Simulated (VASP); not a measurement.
# HgTe (I-4m2) in VASP: further runs

HgTe is run at these levels: PBEsol; tasks: single point.

Program: VASP 6.6.1. These are calculated values, not measurements. Logs are shortened: lines on timing, memory, paths and dates and some standing lists are left out, and cuts for length are marked.

### Step 1. The cell of the first run

It takes space group I-4m2 (No. 119, tetragonal). Conventional cell: a = 5.848 Å, b = 5.848 Å, c = 3.119 Å, α = 90.00°, β = 90.00°, γ = 90.00°. Within 4.0 Å of Hg (site symmetry -4m2) lie 8 Te at 3.03 to 3.74 Å and 2 Hg at 3.12 Å. Te (site symmetry -4m2) has 8 Hg at 3.03 to 3.74 Å and 2 Te at 3.12 Å within 4.0 Å.

### Step 2. Single point, PBEsol

Contents of INCAR:

```
  ALGO = Normal
  EDIFF = 1E-6
  ENCUT = 520
  GGA = PS
  ISIF = 2
  ISMEAR = -1
  LASPH = T
  LCHARG = F
  LREAL = F
  LWAVE = F
  NBANDS = 16
  NELM = 60
  PREC = Accurate
  SIGMA = 0.05
```

Contents of KPOINTS:

```
k-points
0
Gamma
  10 10 10
```

Contents of POSCAR:

```
HgTe
1.0
   -2.9237788800      2.9237788800      1.5594100000
    2.9237788800     -2.9237788800      1.5594100000
    2.9237788800      2.9237788800     -1.5594100000
Hg Te
1 1
Direct
    0.7500000000      0.2500000000      0.5000000000
    0.0000000000      0.0000000000      0.0000000000
```

Potentials or basis: VASP PAW PBE potentials, release 64 (Hg, Te).

Run with:

```
> cat potpaw_PBE.64/Hg/POTCAR potpaw_PBE.64/Te/POTCAR > POTCAR
> mpirun -np 1 vasp_std > vasp.out
```

OUTCAR:

```text
EDIFF = 1E-6
   ENCUT = 520
   GGA = PS
   ISIF = 2
   ISMEAR = -1
   LASPH = T
   LREAL = F
   NELM = 60
   PREC = Accurate

 ion  position               nearest neighbor table
   1  0.750  0.250  0.500-   2 3.03   2 3.03   2 3.03   2 3.03   2 3.74   2 3.74   2 3.74   2 3.74

   2  0.000  0.000  0.000-   1 3.03   1 3.03   1 3.03   1 3.03   1 3.74   1 3.74   1 3.74   1 3.74

  LATTYP: Found a body centered tetragonal cell.
 ALAT       =     5.8475577600
 C/A-ratio  =     0.5333542870

  Lattice vectors:

 A1 = (  -2.9237788800,   2.9237788800,   1.5594100000)
 A2 = (   2.9237788800,  -2.9237788800,   1.5594100000)
 A3 = (   2.9237788800,   2.9237788800,  -1.5594100000)

Analysis of symmetry for initial positions (statically):
=====================================================================
 Subroutine PRICEL returns:
 Original cell was already a primitive cell.

 Routine SETGRP: Setting up the symmetry group for a
 body centered tetragonal supercell.

 Subroutine GETGRP returns: Found  8 space group operations
 (whereof  8 operations were pure point group operations)
 out of a pool of 16 trial point group operations.

The static configuration has the point symmetry D_2d.

Analysis of symmetry for dynamics (positions and initial velocities):
=====================================================================
 Subroutine PRICEL returns:
 Original cell was already a primitive cell.

 Routine SETGRP: Setting up the symmetry group for a
 body centered tetragonal supercell.

 Subroutine GETGRP returns: Found  8 space group operations
 (whereof  8 operations were pure point group operations)
 out of a pool of 16 trial point group operations.

The dynamic configuration has the point symmetry D_2d.

 Subroutine INISYM returns: Found  8 space group operations
 (whereof  8 operations are pure point group operations),
 and found     1 'primitive' translations

----------------------------------------------------------------------------------------

                                     Primitive cell

  volume of cell :      53.3224

  direct lattice vectors                    reciprocal lattice vectors
    -2.923778880  2.923778880  1.559410000     0.000000000  0.171011564  0.320634086
     2.923778880 -2.923778880  1.559410000     0.171011564  0.000000000  0.320634086
     2.923778880  2.923778880 -1.559410000     0.171011564  0.171011564  0.000000000

  length of vectors
     4.419131750  4.419131750  4.419131750     0.363388459  0.363388459  0.241846874

  position of ions in fractional coordinates (direct lattice)
     0.750000000  0.250000000  0.500000000
     0.000000000  0.000000000  0.000000000

  ion indices of the primitive-cell ions
   primitive index   ion index
                 1           1
                 2           2

----------------------------------------------------------------------------------------

 KPOINTS: k-points

Automatic generation of k-mesh.
 Grid dimensions read from file:
 generate k-points for:   10   10   10

 Generating k-lattice:

  Cartesian coordinates                     Fractional coordinates (reciprocal lattice)
     0.000000000  0.017101156  0.032063409     0.100000000  0.000000000 -0.000000000
     0.017101156  0.000000000  0.032063409     0.000000000  0.100000000 -0.000000000
     0.017101156  0.017101156  0.000000000     0.000000000  0.000000000  0.100000000

  Length of vectors
     0.036338846  0.036338846  0.024184687

  Shift w.r.t. Gamma in fractional coordinates (k-lattice)
     0.000000000  0.000000000  0.000000000

 Subroutine IBZKPT returns following result:
 ===========================================

 Found    102 irreducible k-points:

 Following reciprocal coordinates:
            Coordinates               Weight
  0.000000  0.000000  0.000000      1.000000
  0.100000 -0.000000  0.000000      8.000000
  0.200000 -0.000000  0.000000      8.000000
  0.300000  0.000000  0.000000      8.000000
  0.400000  0.000000  0.000000      8.000000
  0.500000 -0.000000  0.000000      4.000000
[... 16 lines left out ...]
  0.300000  0.300000 -0.000000      8.000000
  0.400000  0.300000 -0.000000     16.000000
 [... further k-points ...]
   k-points           NKPTS =    102   k-points in BZ     NKDIM =    102   number of bands    NBANDS=     16
   number of dos      NEDOS =    301   number of ions     NIONS =      2
   total plane-waves  NPLWV =  46656
   dimension x,y,z NGX =    36 NGY =   36 NGZ =   36
   dimension x,y,z NGXF=    72 NGYF=   72 NGZF=   72
   ions per type =               1   1
   NGX,Y,Z   is equivalent  to a cutoff of  13.54, 13.54, 13.54 a.u.
   NGXF,Y,Z  is equivalent  to a cutoff of  27.09, 27.09, 27.09 a.u.
 SYSTEM =  unknown system
   PREC   = accura    normal or accurate (medium, high low for compatibility)
   ISTART =      0    job   : 0-new  1-cont  2-samecut
   ICHARG =      2    charge: 1-file 2-atom 10-const
   ISPIN  =      1    spin polarized calculation?
   LNONCOLLINEAR =      F non collinear calculations
   LSORBIT =      F    spin-orbit coupling
   LASPH  =      T    aspherical Exc in radial PAW
   ENCUT  =  520.0 eV  38.22 Ry    6.18 a.u.   8.22  8.22  8.22*2*pi/ulx,y,z
   NELM   =     60;   NELMIN=  2; NELMDL= -5     # of ELM steps
   EDIFF  = 0.1E-05   stopping-criterion for ELM
   LREAL  =      F    real-space projection
   EDIFFG = 0.1E-04   stopping-criterion for IOM
   NSW    =      0    number of steps for IOM
   IBRION =     -1    ionic relax: 0-MD 1-quasi-New 2-CG
   NFREE  =      0    steps in history (QN), initial steepest desc. (CG)
   ISIF   =      2    stress and relaxation
   ISYM   =      2    0-nonsym 1-usesym 2-fastsym
   POTIM  = 0.5000    time-step for ionic-motion
   TEBEG  =    0.0;   TEEND  =   0.0 temperature during run
   PSTRESS=    0.0 pullay stress
   NELECT =      18.0000    total number of electrons
   NUPDOWN=      -1.0000    fix difference up-down
   EMIN   =  10.00;   EMAX   =-10.00  energy-range for DOS
   EFERMI =   0.00;   METHOD = LEGACY
   ISMEAR =    -1;   SIGMA  =   0.05  broadening in eV -4-tet -1-fermi 0-gaus
   EFERMI_NEDOS =   21; number of points for ismear=-14 and -15
   IALGO  =     38    algorithm
   IMIX   =      4    mixing-type and parameters
     AMIX     =   0.40;   BMIX     =  1.00
     AMIX_MAG =   1.60;   BMIX_MAG =  1.00
  volume/ion in A,a.u.               =      26.66       179.92
  Fermi-wavevector in a.u.,A,eV,Ry     =   1.139889  2.154078 17.678687  1.299347
  Thomas-Fermi vector in A             =   2.276592
   LORBIT       =      0    0 simple, 1 ext, 2 COOP (PROOUT), +10 PAW based schemes
   GGA     = PS    functional components
   LHFCALC =     F    Hartree Fock is set to
   AEXX    =    0.0000 exact exchange contribution
   IVDW    =     0    specifies the selected vdW correction
   LEPSILON=     F    determine dielectric tensor
   LRPA    =     F    only Hartree local field effects (RPA)
 non-spin polarized calculation
  energy-cutoff  :      520.00
  volume of cell :       53.32
 maximum number of plane-waves:      1461
 NGX is ok and might be reduce to    36
   NGX = 17   NGY = 17   NGZ = 17

 number of electron      18.0000002 magnetization

 Free energy of the ion-electron system (eV)
  ---------------------------------------------------
  ext. energy  EPLUGINS =         0.00000000
  ---------------------------------------------------
  free energy    TOTEN  =        -4.13528091 eV

  energy without entropy =       -4.12806070  energy(sigma->0) =       -4.13167080

 E-fermi :   5.2317     XC(G=0): -10.3884

 val. band max:        5.2293814112   @ k =  -0.1000  -0.1000   0.1000
 cond. band min:       5.2523171515   @ k =   0.2000  -0.0000   0.0000
 fundamental gap:      0.0229357403
 Fermi energy:         5.2317390402

 k-point     1 :       0.0000    0.0000    0.0000
  band No.  band energies     occupation
      1      -7.7626      2.00000
      2      -2.4676      2.00000
      3      -1.8697      2.00000
      4      -1.7570      2.00000
      5      -1.2993      2.00000
      6      -1.2993      2.00000
[... 8 lines left out ...]
     15      15.7520      0.00000
     16      16.9187      0.00000

 k-point     2 :       0.1000   -0.0000    0.0000
  band No.  band energies     occupation
      1      -7.5959      2.00000
      2      -2.3201      2.00000
      3      -1.8468      2.00000
      4      -1.7785      2.00000
      5      -1.3847      2.00000
      6      -1.3815      2.00000
[... 8 lines left out ...]
     15      15.3932      0.00000
     16      15.5248      0.00000

 k-point     3 :       0.2000   -0.0000    0.0000
  band No.  band energies     occupation
      1      -7.1137      2.00000
      2      -1.9348      2.00000
      3      -1.8284      2.00000
      4      -1.8045      2.00000
      5      -1.5722      2.00000
      6      -1.5589      2.00000
[... 8 lines left out ...]
     15      14.3540      0.00000
     16      14.9118      0.00000

 k-point     4 :       0.3000    0.0000    0.0000
  band No.  band energies     occupation
      1      -6.3850      2.00000
      2      -1.9223      2.00000
      3      -1.9128      2.00000
      4      -1.7151      2.00000
      5      -1.6128      2.00000
      6      -1.4429      2.00000
[... 8 lines left out ...]
     15      13.4600      0.00000
     16      15.9512      0.00000
[... 324 lines left out ...]
 k-point    22 :      -0.2000    0.2000    0.0000
  band No.  band energies     occupation
      1      -7.5529      2.00000
      2      -2.4818      2.00000
      3      -1.9152      2.00000
      4      -1.8861      2.00000
      5      -1.3056      2.00000
      6      -1.2640      2.00000
[... 8 lines left out ...]
     15      16.1503      0.00000
     16      17.0445      0.00000

 k-point    23 :       0.3000    0.3000   -0.0000
  band No.  band energies     occupation
      1      -5.3894      2.00000
      2      -2.1704      2.00000
      3      -1.9708      2.00000
      4      -1.5518      2.00000
      5      -1.5459      2.00000
      6      -1.3198      2.00000
[... 8 lines left out ...]
     15      14.9640      0.00000
     16      15.7588      0.00000

 k-point    24 :       0.4000    0.3000   -0.0000
  band No.  band energies     occupation
      1      -5.9882      2.00000
      2      -2.0327      2.00000
      3      -1.9204      2.00000
      4      -1.6483      2.00000
      5      -1.5589      2.00000
      6      -1.4868      2.00000
[... 8 lines left out ...]
     15      15.2285      0.00000
     16      16.6330      0.00000

 [... further k-points ...]
[... 5 lines left out ...]
  --------------------------------------------------------------------------------------
  -------------------------------------------------------------------------------------
  Total       -0.3770239     -0.3770239      0.8579380      0.0000000      0.0000000      0.0000000
  in kB      -11.3284408    -11.3284408     25.7784699      0.0000000      0.0000000      0.0000000
  external PRESSURE =       1.0405294 kB  Pullay stress =       0.0000000 kB

 VOLUME and BASIS-vectors are now :
 -----------------------------------------------------------------------------
  energy-cutoff  :      520.00
  volume of cell :       53.32
      direct lattice vectors                 reciprocal lattice vectors
    -2.923778880  2.923778880  1.559410000     0.000000000  0.171011564  0.320634086
     2.923778880 -2.923778880  1.559410000     0.171011564  0.000000000  0.320634086
     2.923778880  2.923778880 -1.559410000     0.171011564  0.171011564  0.000000000

 POSITION                                       TOTAL-FORCE (eV/Angst)
 -----------------------------------------------------------------------------------
      0.00000      2.92378      0.77970         0.000000     -0.000000     -0.000000
      0.00000      0.00000      0.00000        -0.000000      0.000000      0.000000
 -----------------------------------------------------------------------------------
    total drift:                               -0.000000      0.000000     -0.000000

  FREE ENERGIE OF THE ION-ELECTRON SYSTEM (eV)
  ---------------------------------------------------
  free  energy   TOTEN  =        -4.1352809059 eV

  energy  without entropy=       -4.1280606968  energy(sigma->0) =       -4.13167080
```

Run time: 77 s. Hardware: 1 thread of AMD EPYC 7R13 (Zen 3), shared host; peak memory 0.23 GiB.

What came out:

```
Free energy            : -4.1353 eV
Pressure               : 0.1 GPa
Band gap on the k mesh : zero (band 9 reaches 7.18 eV, above the bottom of band 10 at 3.12 eV)
```

Caveat: the PAW data sets were made with another functional, which shifts forces and pressure a little; spin-orbit coupling is left out, which moves the levels of the heavy elements.

### Step 3. Single point, PBEsol

This run uses another cell than the first one, of 27.78 Å³/atom, 1.042 times its volume.

Contents of INCAR:

```
PREC     = Accurate       # precision mode
ENCUT    = 520            # plane-wave cutoff, eV
EDIFF    = 1E-7           # SCF threshold, eV
ISMEAR   = -1             # smearing method
SIGMA    = 0.05           # smearing width, eV
LREAL    = False          # projectors in reciprocal space
LASPH    = True           # aspherical terms in the spheres
NELM     = 100            # most SCF steps
ALGO     = Normal         # electronic algorithm
ISIF     = 2              # what is computed and relaxed
LWAVE    = False          # write WAVECAR
LCHARG   = True           # write CHGCAR
GGA      = PS             # functional
LELF     = True           # ELF
LVHAR    = True         
NBANDS   = 16             # bands
```

Contents of KPOINTS:

```
regular mesh
0
Gamma
  10 10 10
```

Contents of POSCAR:

```
HgTe
1.0
   -2.9846909400      2.9846909400      1.5594100000
    2.9846909400     -2.9846909400      1.5594100000
    2.9846909400      2.9846909400     -1.5594100000
Hg Te
1 1
Direct
    0.7500000000      0.2500000000      0.5000000000
    0.0000000000      0.0000000000      0.0000000000
```

Potentials or basis: VASP PAW PBE potentials, release 64 (Hg, Te).

Run with:

```
> cat potpaw_PBE.64/Hg/POTCAR potpaw_PBE.64/Te/POTCAR > POTCAR
> mpirun -np 1 vasp_std > vasp.out
```

Wall time 81 s (1 thread of AMD EPYC 7R13 (Zen 3), shared host); peak memory 0.23 GiB.

The run converged. Its results:

| Quantity | Value |
| --- | --- |
| Free energy | -4.1039 eV |
| Pressure | -1.8 GPa |
| Band gap on the k mesh | zero (band 9 reaches 6.48 eV, above the bottom of band 10 at 2.72 eV) |

Stress tensor (GPa, compression positive):
```
-3.27  0.00  0.00
 0.00 -3.27  0.00
 0.00  0.00  1.17
```

Levels at points of the mesh, in eV from the Fermi level:
```csv
k point,band 5,band 6,band 7,band 8,band 9,band 10,band 11,band 12,band 13,band 14
"(0.00, 0.00, 0.00)",-6.34,-6.34,-3.40,-2.51,-2.51,3.42,4.56,7.15,7.15,9.03
"(0.50, 0.00, 0.00)",-6.56,-6.36,-4.63,-2.06,-1.24,-0.30,3.32,3.66,5.92,8.24
"(0.50, 0.50, 0.00)",-6.31,-6.28,-6.24,-0.80,1.75,1.94,2.78,3.40,8.71,10.09
"(0.50, 0.50, 0.50)",-6.31,-6.19,-4.58,-4.58,-4.54,3.03,7.02,8.44,8.44,12.08
```

Caveat: the PAW data sets were made with another functional, which shifts forces and pressure a little; spin-orbit coupling is left out, which moves the levels of the heavy elements.

### Step 4. Single point, PBEsol

This run uses another cell than the first one, of 30.10 Å³/atom, 1.129 times its volume.

Contents of INCAR:

```
PREC     = Accurate       # precision mode
ENCUT    = 520            # plane-wave cutoff, eV
EDIFF    = 1E-6           # SCF threshold, eV
ISMEAR   = -1             # smearing method
SIGMA    = 0.05           # smearing width, eV
LREAL    = False          # projectors in reciprocal space
LASPH    = True           # aspherical terms in the spheres
NELM     = 60             # most SCF steps
ALGO     = Normal         # electronic algorithm
ISIF     = 2              # what is computed and relaxed
LWAVE    = False          # write WAVECAR
LCHARG   = False          # write CHGCAR
GGA      = PS             # functional
NBANDS   = 16             # bands
```

KPOINTS is that of step 3.

Contents of POSCAR:

```
HgTe
1.0
   -3.1065150600      3.1065150600      1.5594100000
    3.1065150600     -3.1065150600      1.5594100000
    3.1065150600      3.1065150600     -1.5594100000
Hg Te
1 1
Direct
    0.7500000000      0.2500000000      0.5000000000
    0.0000000000      0.0000000000      0.0000000000
```

Run with:

```
> cat potpaw_PBE.64/Hg/POTCAR potpaw_PBE.64/Te/POTCAR > POTCAR
> mpirun -np 1 vasp_std > vasp.out
```

Wall time 66 s (1 thread of AMD EPYC 7R13 (Zen 3), shared host); peak memory 0.24 GiB.

It converged, with:

- Free energy: -3.9734 eV
- Pressure: -4.3 GPa
- Band gap on the k mesh: zero (band 9 reaches 5.05 eV, above the bottom of band 10 at 2.00 eV)

Stress tensor (GPa, compression positive):
```
-5.49  0.00  0.00
 0.00 -5.49  0.00
 0.00  0.00 -1.94
```

Levels at points of the mesh, in eV from the Fermi level:
| k point | band 7 | band 8 | band 9 | band 10 | band 11 | band 12 |
| --- | --- | --- | --- | --- | --- | --- |
| (0.00, 0.00, 0.00) | -3.51 | -2.30 | -2.30 | 3.59 | 4.60 | 6.65 |
| (0.50, 0.00, 0.00) | -4.39 | -1.77 | -0.90 | -0.02 | 3.10 | 3.90 |
| (0.50, 0.50, 0.00) | -5.87 | -0.91 | 1.26 | 1.94 | 2.96 | 3.51 |
| (0.50, 0.50, 0.50) | -4.25 | -4.05 | -4.05 | 3.30 | 7.61 | 7.62 |

Caveat: the PAW data sets were made with another functional, which shifts forces and pressure a little; spin-orbit coupling is left out, which moves the levels of the heavy elements.

### Step 5. Summary

```csv
cell,gap on the mesh (eV),pressure (GPa)
"a = 4.419 Å, angles 97.2, 97.2, 138.7°, 2 atoms",none,0.1
"a = 4.500 Å, angles 96.9, 96.9, 139.4°, 2 atoms",none,-1.8
"a = 4.662 Å, angles 96.4, 96.4, 140.9°, 2 atoms",none,-4.3
```

Alike in all rows: task single point; level PBEsol; potentials or basis VASP PAW PBE potentials, release 64 (Hg, Te); no spin polarisation; k mesh 10 × 10 × 10; cutoff (eV) 520; smearing fermi-dirac 0.05 eV.

Caveats: the PAW data sets were made with another functional, which shifts forces and pressure a little; spin-orbit coupling is left out, which moves the levels of the heavy elements.

Absolute energies hang on the potentials; compare differences alone.
